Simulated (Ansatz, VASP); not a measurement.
**One calculation of Si8S, two programs**

Contents of INCAR:

```
PREC = Accurate ; ENCUT = 520
EDIFF = 1E-7 ; ISMEAR = 0
SIGMA = 0.05 ; LREAL = False
LASPH = True ; NELM = 150
ALGO = Normal ; ISIF = 2
LWAVE = False ; LCHARG = True
ISPIN = 2 ; MAGMOM = 0 0 0 0 0 0 0 0 2
LORBIT = 11 ; LDIPOL = True
IDIPOL = 3 ; DIPOL = 0.5 0.5 0.317
GGA = PE ; IVDW = 12
LELF = True ; LVHAR = True
LVACPOTAV = True ; NBANDS = 33
```

KPOINTS

```
Automatic mesh
0
Gamma
  7 4 1
```

The input POSCAR:

```
Si8S
1.0
    3.8155170197      0.0000000000      0.0000000000
    0.0000000000      6.3129357895      0.0000000000
    0.0000000000      0.0000000000     21.2318711397
Si S
8 1
Direct
    0.0000000000      0.9369021388      0.1883960191
    0.0000000000      0.5630978612      0.1883960191
    0.5000000000      0.4369021388      0.2402729771
    0.5000000000      0.0630978612      0.2402729771
    0.5000000000      0.9332664454      0.3446595292
    0.5000000000      0.5667335546      0.3446595292
    0.0000000000      0.4266292815      0.3877129380
    0.0000000000      0.0733707185      0.3877129380
    0.0000000000      0.5932959481      0.5290099523
```

Input for Ansatz:

```yaml
crystal:
  lattice:
    - [3.8155170197, 0.0, 0.0]
    - [0.0, 6.3129357895, 0.0]
    - [0.0, 0.0, 21.2318711397]
  atoms:
    - { symbol: Si, position: [0.0, 0.9369021388, 0.1883960191] }
    - { symbol: Si, position: [0.0, 0.5630978612, 0.1883960191] }
    - { symbol: Si, position: [0.5, 0.4369021388, 0.2402729771] }
    - { symbol: Si, position: [0.5, 0.0630978612, 0.2402729771] }
    - { symbol: Si, position: [0.5, 0.9332664454, 0.3446595292] }
    - { symbol: Si, position: [0.5, 0.5667335546, 0.3446595292] }
    - { symbol: Si, position: [0.0, 0.4266292815, 0.387712938] }
    - { symbol: Si, position: [0.0, 0.0733707185, 0.387712938] }
    - { symbol: S, position: [0.0, 0.5932959481, 0.5290099523], spin: 2.0 }
basis:
  ecutwfc: 420
kpoints:
  mp_grid: { grid: [7, 4, 1] }
hamiltonian:
  xc: pbe
  pseudopotentials: { kind: paw, azcp: { folder: soft_1 } }
  dispersion: d3bj
scf:
  occupations: { method: gaussian, width: 0.05 }
output:
  forces: true
  eigenvalues: true
  populations: true
magnetization:
  spin_polarized: true
efield:
  axis: 3
  dipole_correction: true
  ramp_width: 0.04
```

Alike in both runs: task single point; functional PBE; dispersion D3(BJ); k mesh 7 × 4 × 1; occupations gaussian, width 0.05 eV; collinear spin.

```csv
,VASP,Ansatz
version,VASP 6.6.1,Ansatz 0.2.0
potentials or method,"VASP PAW PBE potentials, release 64 (Si, S), cutoff 520 eV","scalar-relativistic, plane waves, PAW"
valence electrons in the cell,38,38
```

Ansatz gave:

- gap on the k mesh at the Fermi level (eV): none
- rms of the force components (eV/Å): 0.546
- net moment per atom (μB): 0.14
- size of the moment on the site where the two differ most (μB): 1.20
- work function, face that differs most (eV): 6.29

Problem. What did VASP give for the same quantities?

Solution. gap on the k mesh at the Fermi level (eV): none; rms of the force components (eV/Å): 0.543; net moment per atom (μB): 0.14; size of the moment on the site where the two differ most (μB): 0.83; work function, face that differs most (eV): 6.27.

Site moments also hang on the region over which each program counts them. Atom by atom the forces differ by 0.004 eV/Å (rms over components). A gap of «none» marks a metal or a gap that the smearing closes.
